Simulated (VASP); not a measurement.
Wanted: the native input for a VASP 6.6.1 run.

```
Task                   : single point
Functional             : PBE
Potentials or basis    : VASP PAW PBE potentials, release 64 (Be, As)
Cutoff                 : 520 eV
k mesh                 : 4 × 4 × 4
Occupations            : gaussian, width 0.1 eV
Spin                   : no spin polarisation
Dipole correction      : no
Further INCAR settings : ALGO = Normal; EDIFF = 1e-06; NBANDS = 21
```

The structure of BeAs2 lies in POSCAR:

```
BeAs2
1.0
    0.0000000000      3.6744587443      3.6744587443
    3.6744587443      0.0000000000      3.6744587443
    3.6744587443      3.6744587443      0.0000000000
Be As
2 4
Direct
    0.0000000000      0.0000000000      0.0000000000
    0.2500000000      0.2500000000      0.2500000000
    0.6250000000      0.6250000000      0.6250000000
    0.1250000000      0.6250000000      0.6250000000
    0.6250000000      0.6250000000      0.1250000000
    0.6250000000      0.1250000000      0.6250000000
```

One way to write it, as run:

INCAR

```
PREC = Accurate
ENCUT = 520
EDIFF = 1E-6
ISMEAR = 0
SIGMA = 0.1
LREAL = False
LASPH = True
NELM = 100
ALGO = Normal
ISIF = 2
LWAVE = False
LCHARG = False
GGA = PE
NBANDS = 21
```

KPOINTS

```
regular mesh
0
Gamma
  4 4 4
```

Potentials or basis: VASP PAW PBE potentials, release 64 (Be, As).

Run with:

```bash
$ cat potpaw_PBE.64/Be/POTCAR potpaw_PBE.64/As/POTCAR > POTCAR
$ mpirun -np 1 vasp_std > vasp.out
```

Results of the run:

```json
{"Pressure": "11.9 GPa", "Band gap on the k mesh": "zero (bands 12 and 13 overlap by 1.49 eV)"}
```

Caveat: the k points lie up to 0.37 Å⁻¹ apart, too coarse for converged energies and pressures of a metal.

Run time: 15 s on 1 thread of AMD EPYC 9R45 96-Core Processor (Zen 5) (shared host), peak memory 0.2 GiB.
